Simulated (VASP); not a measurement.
# TiCo in VASP: a series of runs, part 2 of 2

VASP 6.6.1. Earlier steps stand in the parts before.

### 5 Single point, PBEsol, collinear spin, ferromagnetic start

File INCAR:

```
PREC = Accurate ; ENCUT = 600
EDIFF = 1E-6 ; ISMEAR = -1
SIGMA = 0.05 ; LREAL = False
LASPH = True ; NELM = 200
ALGO = Normal ; ISIF = 2
LWAVE = False ; LCHARG = False
ISPIN = 2 ; MAGMOM = 1 0.5
LORBIT = 11 ; NUPDOWN = 1.5
LMAXMIX = 4 ; GGA = PS
NBANDS = 26 ; GGA_COMPAT = False
```

File KPOINTS:

```
regular mesh
0
Gamma
  8 8 8
```

File POSCAR:

```
TiCo
1.0
    2.9861109900      0.0000000000      0.0000000000
    0.0000000000      2.9861109900      0.0000000000
    0.0000000000      0.0000000000      2.9861109900
Co Ti
1 1
Direct
    0.5000000000      0.5000000000      0.5000000000
    0.0000000000      0.0000000000      0.0000000000
```

Potentials or basis: VASP PAW PBE potentials, release 64 (Co_sv, Ti_sv).

The run is started by

```bash
> cat potpaw_PBE.64/Co_sv/POTCAR potpaw_PBE.64/Ti_sv/POTCAR > POTCAR
> mpirun -np 1 vasp_std > vasp.out
```

OUTCAR:

```text
PREC = Accurate
   ENCUT = 600
   EDIFF = 1E-6
   ISMEAR = -1
   LREAL = False
   LASPH = True
   NELM = 200
   ISIF = 2
   ISPIN = 2
   LORBIT = 11
   NUPDOWN = 1.5
   GGA = PS

 ion  position               nearest neighbor table
   1  0.500  0.500  0.500-   2 2.59   2 2.59   2 2.59   2 2.59   2 2.59   2 2.59   2 2.59   2 2.59

   2  0.000  0.000  0.000-   1 2.59   1 2.59   1 2.59   1 2.59   1 2.59   1 2.59   1 2.59   1 2.59

  LATTYP: Found a simple cubic cell.
 ALAT       =     2.9861109900

  Lattice vectors:

 A1 = (   2.9861109900,   0.0000000000,   0.0000000000)
 A2 = (   0.0000000000,   2.9861109900,   0.0000000000)
 A3 = (   0.0000000000,   0.0000000000,   2.9861109900)

Analysis of symmetry for initial positions (statically):
=====================================================================
 Subroutine PRICEL returns:
 Original cell was already a primitive cell.

 Routine SETGRP: Setting up the symmetry group for a
 simple cubic supercell.

 Subroutine GETGRP returns: Found 48 space group operations
 (whereof 48 operations were pure point group operations)
 out of a pool of 48 trial point group operations.

The static configuration has the point symmetry O_h .

Analysis of symmetry for dynamics (positions and initial velocities):
=====================================================================
 Subroutine PRICEL returns:
 Original cell was already a primitive cell.

 Routine SETGRP: Setting up the symmetry group for a
 simple cubic supercell.

 Subroutine GETGRP returns: Found 48 space group operations
 (whereof 48 operations were pure point group operations)
 out of a pool of 48 trial point group operations.

The dynamic configuration has the point symmetry O_h .

Analysis of structural, dynamic, and magnetic symmetry:
=====================================================================
 Subroutine PRICEL returns:
 Original cell was already a primitive cell.

 Routine SETGRP: Setting up the symmetry group for a
 simple cubic supercell.

 Subroutine GETGRP returns: Found 48 space group operations
 (whereof 48 operations were pure point group operations)
 out of a pool of 48 trial point group operations.

The overall configuration has the point symmetry O_h .

 Subroutine INISYM returns: Found 48 space group operations
 (whereof 48 operations are pure point group operations),
 and found     1 'primitive' translations

----------------------------------------------------------------------------------------

                                     Primitive cell

  volume of cell :      26.6267

  direct lattice vectors                    reciprocal lattice vectors
     2.986110990  0.000000000  0.000000000     0.334883735  0.000000000  0.000000000
     0.000000000  2.986110990  0.000000000     0.000000000  0.334883735  0.000000000
     0.000000000  0.000000000  2.986110990     0.000000000  0.000000000  0.334883735

  length of vectors
     2.986110990  2.986110990  2.986110990     0.334883735  0.334883735  0.334883735

  position of ions in fractional coordinates (direct lattice)
     0.500000000  0.500000000  0.500000000
     0.000000000  0.000000000  0.000000000

  ion indices of the primitive-cell ions
[... 59 lines left out ...]
   total plane-waves  NPLWV =  13824
   dimension x,y,z NGX =    24 NGY =   24 NGZ =   24
   dimension x,y,z NGXF=    48 NGYF=   48 NGZF=   48
   ions per type =               1   1
   NGX,Y,Z   is equivalent  to a cutoff of  13.36, 13.36, 13.36 a.u.
   NGXF,Y,Z  is equivalent  to a cutoff of  26.72, 26.72, 26.72 a.u.
 SYSTEM =  unknown system
   PREC   = accura    normal or accurate (medium, high low for compatibility)
   ISTART =      0    job   : 0-new  1-cont  2-samecut
   ICHARG =      2    charge: 1-file 2-atom 10-const
   ISPIN  =      2    spin polarized calculation?
   LNONCOLLINEAR =      F non collinear calculations
   LSORBIT =      F    spin-orbit coupling
   LASPH  =      T    aspherical Exc in radial PAW
   ENCUT  =  600.0 eV  44.10 Ry    6.64 a.u.   5.96  5.96  5.96*2*pi/ulx,y,z
   NELM   =    200;   NELMIN=  2; NELMDL= -5     # of ELM steps
   EDIFF  = 0.1E-05   stopping-criterion for ELM
   LREAL  =      F    real-space projection
   EDIFFG = 0.1E-04   stopping-criterion for IOM
   NSW    =      0    number of steps for IOM
   IBRION =     -1    ionic relax: 0-MD 1-quasi-New 2-CG
   NFREE  =      0    steps in history (QN), initial steepest desc. (CG)
   ISIF   =      2    stress and relaxation
   ISYM   =      2    0-nonsym 1-usesym 2-fastsym
   POTIM  = 0.5000    time-step for ionic-motion
   TEBEG  =    0.0;   TEEND  =   0.0 temperature during run
   PSTRESS=    0.0 pullay stress
   NELECT =      29.0000    total number of electrons
   NUPDOWN=       1.5000    fix difference up-down
   EMIN   =  10.00;   EMAX   =-10.00  energy-range for DOS
   EFERMI =   0.00;   METHOD = LEGACY
   ISMEAR =    -1;   SIGMA  =   0.05  broadening in eV -4-tet -1-fermi 0-gaus
   EFERMI_NEDOS =   21; number of points for ismear=-14 and -15
   IALGO  =     38    algorithm
   IMIX   =      4    mixing-type and parameters
     AMIX     =   0.40;   BMIX     =  1.00
     AMIX_MAG =   1.60;   BMIX_MAG =  1.00
  volume/ion in A,a.u.               =      13.31        89.84
  Fermi-wavevector in a.u.,A,eV,Ry     =   1.684360  3.182979 38.600656  2.837068
  Thomas-Fermi vector in A             =   2.767396
   LORBIT       =     11    0 simple, 1 ext, 2 COOP (PROOUT), +10 PAW based schemes
   GGA     = PS    functional components
   LHFCALC =     F    Hartree Fock is set to
   AEXX    =    0.0000 exact exchange contribution
   IVDW    =     0    specifies the selected vdW correction
   LEPSILON=     F    determine dielectric tensor
   LRPA    =     F    only Hartree local field effects (RPA)
 spin polarized calculation
  energy-cutoff  :      600.00
  volume of cell :       26.63
 maximum number of plane-waves:       912
 NGX is ok and might be reduce to    24
   NGX = 11   NGY = 11   NGZ = 11

 number of electron      29.0000006 magnetization       1.5000003

 Free energy of the ion-electron system (eV)
  ---------------------------------------------------
  ext. energy  EPLUGINS =         0.00000000
  ---------------------------------------------------
  free energy    TOTEN  =       -16.75394167 eV

  energy without entropy =      -16.73387109  energy(sigma->0) =      -16.74390638

 E-fermi :   9.5628     XC(G=0): -12.9382

 val. band max:       10.6387098665   @ k =   0.2500   0.2500   0.0000
 cond. band min:       9.5701345608   @ k =   0.5000   0.3750   0.1250
 fundamental gap:     -1.0685753057
 Fermi energy:        10.6447452759

 spin component 1

 k-point     1 :       0.0000    0.0000    0.0000
  band No.  band energies     occupation
      1     -85.0783      1.00000
      2     -48.4675      1.00000
      3     -48.4675      1.00000
      4     -48.4675      1.00000
      5     -46.3782      1.00000
      6     -22.5786      1.00000
[... 685 lines left out ...]
     25      26.4289      0.00000
     26      30.3045      0.00000

 [... further k-points ...]

 spin component 2

 k-point     1 :       0.0000    0.0000    0.0000
  band No.  band energies     occupation
      1     -83.7292      1.00000
      2     -47.1512      1.00000
      3     -47.1512      1.00000
      4     -47.1512      1.00000
      5     -46.1569      1.00000
      6     -22.3577      1.00000
[... 685 lines left out ...]
     25      26.7116      0.00000
     26      30.4940      0.00000

 [... further k-points ...]
[... 5 lines left out ...]
  --------------------------------------------------------------------------------------
  -------------------------------------------------------------------------------------
  Total       -1.1743349     -1.1743349     -1.1743349      0.0000000      0.0000000      0.0000000
  in kB      -70.6618055    -70.6618055    -70.6618055      0.0000000      0.0000000      0.0000000
  external PRESSURE =     -70.6618055 kB  Pullay stress =       0.0000000 kB

 VOLUME and BASIS-vectors are now :
 -----------------------------------------------------------------------------
  energy-cutoff  :      600.00
  volume of cell :       26.63
      direct lattice vectors                 reciprocal lattice vectors
     2.986110990  0.000000000  0.000000000     0.334883735  0.000000000  0.000000000
     0.000000000  2.986110990  0.000000000     0.000000000  0.334883735  0.000000000
     0.000000000  0.000000000  2.986110990     0.000000000  0.000000000  0.334883735

 POSITION                                       TOTAL-FORCE (eV/Angst)
 -----------------------------------------------------------------------------------
      1.49306      1.49306      1.49306         0.000000      0.000000      0.000000
      0.00000      0.00000      0.00000         0.000000      0.000000      0.000000
 -----------------------------------------------------------------------------------
    total drift:                                0.000000      0.000000     -0.000000

  FREE ENERGIE OF THE ION-ELECTRON SYSTEM (eV)
  ---------------------------------------------------
  free  energy   TOTEN  =       -16.7539416714 eV

  energy  without entropy=      -16.7338710920  energy(sigma->0) =      -16.74390638

 total charge

# of ion       s       p       d       tot
------------------------------------------
    1        2.274   6.100   6.722  15.095
    2        2.248   6.174   1.891  10.312
--------------------------------------------------
tot          4.522  12.274   8.612  25.408

 magnetization (x)

# of ion       s       p       d       tot
------------------------------------------
    1        0.021   0.017   1.105   1.143
    2        0.002   0.012   0.216   0.230
--------------------------------------------------
tot          0.023   0.028   1.322   1.373
```

OSZICAR:

```text
N       E                     dE             d eps       ncg     rms          rms(c)
DAV:   1     0.437476275811E+03    0.43748E+03   -0.16513E+04  4566   0.256E+03
DAV:   2     0.142838705669E+02   -0.42319E+03   -0.40041E+03  4882   0.698E+02
DAV:   3    -0.180589991810E+02   -0.32343E+02   -0.31554E+02  5124   0.183E+02
DAV:   4    -0.192988671615E+02   -0.12399E+01   -0.12312E+01  5116   0.301E+01
DAV:   5    -0.193517422263E+02   -0.52875E-01   -0.52861E-01  4656   0.609E+00    0.168E+01
DAV:   6    -0.196222574232E+02   -0.27052E+00   -0.26514E+01  4418   0.819E+01    0.242E+01
DAV:   7    -0.171934440228E+02    0.24288E+01   -0.22240E+01  4520   0.554E+01    0.106E+01
DAV:   8    -0.167762463378E+02    0.41720E+00   -0.31301E+00  5208   0.210E+01    0.307E+00
DAV:   9    -0.167475687186E+02    0.28678E-01   -0.26838E-01  5490   0.494E+00    0.171E+00
DAV:  10    -0.167538468321E+02   -0.62781E-02   -0.33840E-02  4768   0.159E+00    0.113E+00
DAV:  11    -0.167539899436E+02   -0.14311E-03   -0.97342E-03  4618   0.953E-01    0.238E-01
DAV:  12    -0.167538882042E+02    0.10174E-03   -0.10411E-03  5066   0.264E-01    0.106E-01
DAV:  13    -0.167539461657E+02   -0.57961E-04   -0.53768E-04  5134   0.150E-01    0.272E-02
DAV:  14    -0.167539416371E+02    0.45286E-05   -0.21471E-05  5084   0.567E-02    0.135E-02
DAV:  15    -0.167539416714E+02   -0.34330E-07   -0.19593E-06  3568   0.147E-02
   1 F= -.16753942E+02 E0= -.16743906E+02  d E =-.200706E-01  mag=     1.5000
```

It took 28 s on 1 thread of AMD EPYC 9R45 (Zen 5), shared host; peak memory 0.15 GiB.

Results:

```
Free energy                                           : -16.7539 eV
Pressure                                              : -7.1 GPa
Net moment                                            : 1.50 μB per cell
Site moments                                          : Co +1.14; Ti +0.23 μB
Valence electrons inside the program's atomic spheres : Co 15.10; Ti 10.31
```

Caveat: the PAW data sets were made with another functional, which shifts forces and pressure a little; the total moment is fixed, so each spin has its own Fermi level.

### 6 Single point, PBE, collinear spin, ferromagnetic start

This run uses another cell than the first one, of 13.85 Å³/atom, 1.040 times its volume.

File INCAR:

```
ALGO     = Normal         # electronic algorithm
EDIFF    = 1E-6           # SCF threshold, eV
ENCUT    = 600            # plane-wave cutoff, eV
GGA      = PE             # functional
GGA_COMPAT= F            
ISIF     = 2              # what is computed and relaxed
ISMEAR   = -1             # smearing method
ISPIN    = 2              # spin polarisation
LASPH    = T              # aspherical terms in the spheres
LCHARG   = F              # write CHGCAR
LMAXMIX  = 4              # l up to which the mixer works
LORBIT   = 11             # projections on sites
LREAL    = F              # projectors in reciprocal space
LWAVE    = F              # write WAVECAR
MAGMOM   = 2 1            # initial moments
NBANDS   = 26             # bands
NELM     = 200            # most SCF steps
PREC     = Accurate       # precision mode
SIGMA    = 0.05           # smearing width, eV
```

File KPOINTS:

```
k-points
0
Gamma
  9 9 9
```

File POSCAR:

```
TiCo
1.0
    3.0254064304      0.0000000000      0.0000000000
    0.0000000000      3.0254064304      0.0000000000
    0.0000000000      0.0000000000      3.0254064304
Co Ti
1 1
Direct
    0.5000000000      0.5000000000      0.5000000000
    0.0000000000      0.0000000000      0.0000000000
```

Potentials or basis: VASP PAW PBE potentials, release 64 (Co_sv, Ti_sv).

The run is started by

```bash
> cat potpaw_PBE.64/Co_sv/POTCAR potpaw_PBE.64/Ti_sv/POTCAR > POTCAR
> mpirun -np 1 vasp_std > vasp.out
```

Run time: 31 s. Hardware: 1 thread of Intel Xeon Platinum 8559C (Emerald Rapids), shared host; peak memory 0.18 GiB.

It converged, with:

* Free energy: -15.7315 eV
* Pressure: -7.8 GPa
* Net moment: 0.85 μB per cell
* Site moments: Co +0.98; Ti -0.06 μB
* Valence electrons inside the program's atomic spheres: Co 15.07; Ti 10.24

Levels at points of the mesh, in eV from the Fermi level:
Spin up:
```
           k point  band 13  band 14  band 15  band 16  band 17  band 18
(0.00, 0.00, 0.00)    -1.83    -1.83     0.45     0.45     2.55     2.55
```
Spin down:
| k point | band 12 | band 13 | band 14 | band 15 | band 16 | band 17 |
| --- | --- | --- | --- | --- | --- | --- |
| (0.00, 0.00, 0.00) | -1.25 | -1.25 | -1.25 | 1.01 | 1.01 | 2.62 |

### 7 The runs side by side

```tsv
level	potentials or basis	fixed moment (μB)	cell	k mesh	cutoff (eV)	second run	gap on the mesh (eV)	pressure (GPa)	moment (μB)
PBE	VASP PAW PBE potentials, release 64 (Co_sv, Ti_sv)	2.2	a = 2.986 Å, 2 atoms	8 × 8 × 8	600	valence_matched	-	4.4	2.20
PBE	VASP PAW PBE potentials, release 64 (Co, Ti_sv)	-	a = 2.986 Å, angles 90.0, 90.0, 90.6°, 2 atoms	8 × 8 × 8	520	-	none	-2.6	0.23
PBE	VASP PAW PBE potentials, release 64 (Co, Ti_sv)	-	a = 2.986 Å, angles 90.0, 90.0, 89.4°, 2 atoms	8 × 8 × 8	520	-	none	-2.6	0.23
PBEsol	VASP PAW PBE potentials, release 64 (Co_sv, Ti_sv)	1.5	a = 2.986 Å, 2 atoms	8 × 8 × 8	600	valence_matched	-	-7.1	1.50
PBE	VASP PAW PBE potentials, release 64 (Co_sv, Ti_sv)	-	a = 3.025 Å, 2 atoms	9 × 9 × 9	600	valence_matched	none	-7.8	0.85
```

Alike in all rows: task single point; spin collinear, ferromagnetic start; smearing fermi-dirac 0.05 eV.

Caveats: the total moment is fixed, so each spin has its own Fermi level (some runs); the PAW data sets were made with another functional, which shifts forces and pressure a little (some runs).

Total energies depend on the potentials used, so only differences within one code and one set of settings carry meaning.
